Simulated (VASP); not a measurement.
Set up this calculation in VASP 6.6.1, as the native input.

- Task: single point
- Functional: PBE
- Potentials or basis: VASP PAW PBE potentials, release 64 (Al, In_d, N)
- Cutoff: 520 eV
- k mesh: 6 × 6 × 6
- Occupations: gaussian, width 0.05 eV
- Spin: no spin polarisation
- Dipole correction: no
- Further INCAR settings: ALGO = Normal; EDIFF = 1e-06; NBANDS = 46

The structure of Al2InN3 lies in POSCAR:

```
Al2InN3
1.0
    4.8935015037     -2.7399849058      0.0000000000
    4.8935015037      2.7399849058      0.0000000000
    0.0000000000      0.0000000000      5.2244459819
Al In N
4 2 6
Direct
    0.0084427086      0.3348641725      0.9917411822
    0.6651358275      0.9915572914      0.9917411822
    0.9915572914      0.6651358275      0.4917411822
    0.3348641725      0.0084427086      0.4917411822
    0.3220722962      0.6779277038      0.9869930315
    0.6779277038      0.3220722962      0.4869930315
    0.0367610679      0.3336262977      0.3556963910
    0.6663737023      0.9632389321      0.3556963910
    0.9632389321      0.6663737023      0.8556963910
    0.3336262977      0.0367610679      0.8556963910
    0.2982358752      0.7017641248      0.4061317922
    0.7017641248      0.2982358752      0.9061317922
```

The input as run:

INCAR

```
ALGO = Normal
EDIFF = 1E-6
ENCUT = 520
GGA = PE
ISIF = 2
ISMEAR = 0
LASPH = T
LCHARG = F
LREAL = F
LWAVE = F
NBANDS = 46
NELM = 60
PREC = Accurate
SIGMA = 0.05
```

KPOINTS

```
k-points
0
Gamma
  6 6 6
```

Potentials or basis: VASP PAW PBE potentials, release 64 (Al, In_d, N).

Launch:

```bash
$ cat potpaw_PBE.64/Al/POTCAR potpaw_PBE.64/In_d/POTCAR potpaw_PBE.64/N/POTCAR > POTCAR
$ mpirun -np 1 vasp_std > vasp.out
```

Results of the run:

```yaml
Pressure: 7.6 GPa
Largest_force: 0.369 eV/Å
Band_gap_on_the_k_mesh: 2.37 eV
```

Caveat: the stress differs along the axes, from 4 to 13 GPa; spin-orbit coupling is left out, which moves the levels of the heavy elements.

It took 4.4 min on 1 thread of Oxide Virtual Turin-like Processor, with other jobs on the host, peak memory 0.38 GiB.
